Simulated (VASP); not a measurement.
Wanted: the native input for a VASP 6.6.1 run.

```yaml
Task: single point
Functional: PBEsol
Potentials_or_basis: VASP PAW PBE potentials, release 64 (Cu)
Cutoff: 600 eV
k_mesh: 15 × 15 × 15
Occupations: fermi-dirac, width 0.05 eV
Spin: no spin polarisation
Dipole_correction: no
Further_INCAR_settings: ALGO = Normal; EDIFF = 1e-06; NBANDS = 18
```

The structure of Cu lies in POSCAR:

```
Cu
1.0
    0.0000000000      2.4584697851      2.4584697851
    2.4584697851      0.0000000000      2.4584697851
    2.4584697851      2.4584697851      0.0000000000
Cu
2
Direct
    1.0000000000      1.0000000000      1.0000000000
    0.2500000000      0.2500000000      0.2500000000
```

This isn't the form of Cu at room conditions, which is fcc.

One way to write it, as run:

INCAR

```
SYSTEM = Cu
ALGO = Normal
EDIFF = 1E-6
ENCUT = 600
GGA = PS
GGA_COMPAT = .False.
ISIF = 2
ISMEAR = -1
LASPH = .True.
LCHARG = .True.
LELF = .True.
LREAL = .False.
LVHAR = .True.
LWAVE = .False.
NBANDS = 18
NELM = 120
PREC = Accurate
SIGMA = 0.05
```

KPOINTS

```
k-points
0
Gamma
  15 15 15
  0 0 0
```

Potentials or basis: VASP PAW PBE potentials, release 64 (Cu).

Command:

```bash
$ cat potpaw_PBE.64/Cu/POTCAR > POTCAR
$ mpirun -np 1 vasp_std > vasp.out
```

It gave:

```
Pressure               : 20.2 GPa
Band gap on the k mesh : zero (bands 11 and 12 overlap by 0.87 eV)
```

Caveat: the cell stands under pressure; the PAW data sets were made with another functional, which shifts forces and pressure a little.

Wall time 67 s on 1 thread of Intel(R) Xeon(R) Platinum 8259CL CPU @ 2.50GHz (Skylake/Cascade Lake) (shared host), peak memory 0.2 GiB.
